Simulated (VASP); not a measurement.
Write the native input for VASP 6.6.1 that does the following.

| Property | Result |
| --- | --- |
| Task | single point |
| Functional | r2SCAN |
| Potentials or basis | VASP PAW PBE potentials, release 64 (Mn_pv) |
| Cutoff | 520 eV |
| k mesh | 18 × 18 × 18 |
| Occupations | fermi-dirac, width 0.1 eV |
| Spin | no spin polarisation |
| Dipole correction | no |
| Further INCAR settings | ALGO = Normal; EDIFF = 1e-07; NBANDS = 12 |

Crystal: Mn.

```
Mn
1.0
    -1.38029    1.38029    1.38029
     1.38029   -1.38029    1.38029
     1.38029    1.38029   -1.38029
Mn
1
Direct
  0.00000 0.00000 0.00000
```

This isn't the form of Mn at room conditions, which is a 58-atom cubic cell.

The input as run:

POSCAR

```
Mn
1.0
   -1.3802885588      1.3802885588      1.3802885588
    1.3802885588     -1.3802885588      1.3802885588
    1.3802885588      1.3802885588     -1.3802885588
Mn
1
Direct
    0.0000000000      0.0000000000      0.0000000000
```

INCAR.step1

```
  PREC = Accurate
  ENCUT = 520
  ISMEAR = -1
  SIGMA = 0.1
  LREAL = F
  LASPH = T
  NELM = 100
  NBANDS = 12
  GGA = PE
  ALGO = Normal
  EDIFF = 1E-4
  LWAVE = T
  LCHARG = F
```

INCAR.step2

```
  PREC = Accurate
  ENCUT = 520
  EDIFF = 1E-7
  ISMEAR = -1
  SIGMA = 0.1
  LREAL = F
  LASPH = T
  NELM = 100
  ALGO = Normal
  ISIF = 2
  LWAVE = F
  LCHARG = T
  METAGGA = R2SCAN
  LMIXTAU = T
  LELF = T
  LVHAR = T
  NBANDS = 12
  ISTART = 1
```

KPOINTS

```
regular mesh
0
Gamma
  18 18 18
```

Potentials or basis: VASP PAW PBE potentials, release 64 (Mn_pv).

Run with:

```bash
$ cat potpaw_PBE.64/Mn_pv/POTCAR > POTCAR
$ cp INCAR.step1 INCAR
$ mpirun -np 1 vasp_std > vasp.out
$ cp INCAR.step2 INCAR
$ mpirun -np 1 vasp_std > vasp.out
```

It gave:

```json
{"Pressure": "0.4 GPa", "Band gap on the k mesh": "zero (an odd number of electrons rules out a gap without spin polarisation)"}
```

Caveat: the PAW data sets were made with another functional, which shifts forces and pressure a little; the run has no spin polarisation, though such a crystal can be magnetic.

It took 2.1 min on 1 thread of Intel Xeon 8259CL, on a shared host, peak memory 0.14 GiB.
